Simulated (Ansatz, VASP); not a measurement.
# Ni3Pt in VASP and in Ansatz

The input INCAR:

```
SYSTEM = Ni3Pt
PREC = Accurate
ENCUT = 520
EDIFF = 1E-6
ISMEAR = -1
SIGMA = 0.05
LREAL = .FALSE.
LASPH = .TRUE.
NELM = 150
ALGO = Normal
ISIF = 2
LWAVE = .FALSE.
LCHARG = .FALSE.
ISPIN = 2
MAGMOM = 1.5 1.5 1.5 0.6
LORBIT = 11
LMAXMIX = 4
GGA = CA
NBANDS = 32
```

KPOINTS

```
Automatic mesh
0
G
  9 9 9
  0 0 0
```

The input POSCAR:

```
Ni3Pt
1.0
    3.6245667900      0.0000000000      0.0000000000
    0.0000000000      3.6245667900      0.0000000000
    0.0000000000      0.0000000000      3.6245667900
Ni Pt
3 1
Direct
    0.5000000000      0.0000000000      0.5000000000
    0.0000000000      0.5000000000      0.5000000000
    0.5000000000      0.5000000000      0.0000000000
    0.0000000000      0.0000000000      0.0000000000
```

Input for Ansatz:

```yaml
crystal:
  lattice:
    - [3.62456679, 0.0, 0.0]
    - [0.0, 3.62456679, 0.0]
    - [0.0, 0.0, 3.62456679]
  atoms:
    - { symbol: Ni, position: [0.5, 0.0, 0.5], spin: 1.5 }
    - { symbol: Ni, position: [0.0, 0.5, 0.5], spin: 1.5 }
    - { symbol: Ni, position: [0.5, 0.5, 0.0], spin: 1.5 }
    - { symbol: Pt, position: [0.0, 0.0, 0.0], spin: 0.6 }
magnetization:
  spin_polarized: true
kpoints:
  mp_grid: { grid: [9, 9, 9] }
scf:
  occupations: { method: fermi_dirac, width: 0.05 }
  lower_state_search: "off"
hamiltonian:
  xc: lda
  pseudopotentials: { kind: all_electron, lapw: { basis_error: 0.001 } }
output:
  forces: true
  stress: true
  eigenvalues: false
  populations: true
```

Alike in both runs: task single point; functional LDA; k mesh 9 × 9 × 9; occupations fermi-dirac, width 0.05 eV; collinear spin.

```csv
,VASP,Ansatz
version,VASP 6.6.1,Ansatz 0.2.0
potentials or method,"VASP PAW LDA potentials, release 64 (Ni, Pt), cutoff 520 eV","all-electron LAPW, scalar-relativistic"
```

|  | VASP | Ansatz | Ansatz less VASP |
| --- | --- | --- | --- |
| pressure (GPa) | -11.4 | -11.7 | -0.32 |
| net moment per atom (μB) | 0.54 | 0.56 | +0.021 |
| size of the moment on the site where the two differ most (μB) | 0.62 | 0.66 | +0.039 |

LDA's correlation is that of Perdew and Zunger in VASP and of Perdew and Wang (1992) in Ansatz. Site moments also hang on the region over which each program counts them. Ansatz ran all-electron here, and VASP with PAW potentials.

Neither program's run includes spin-orbit coupling.
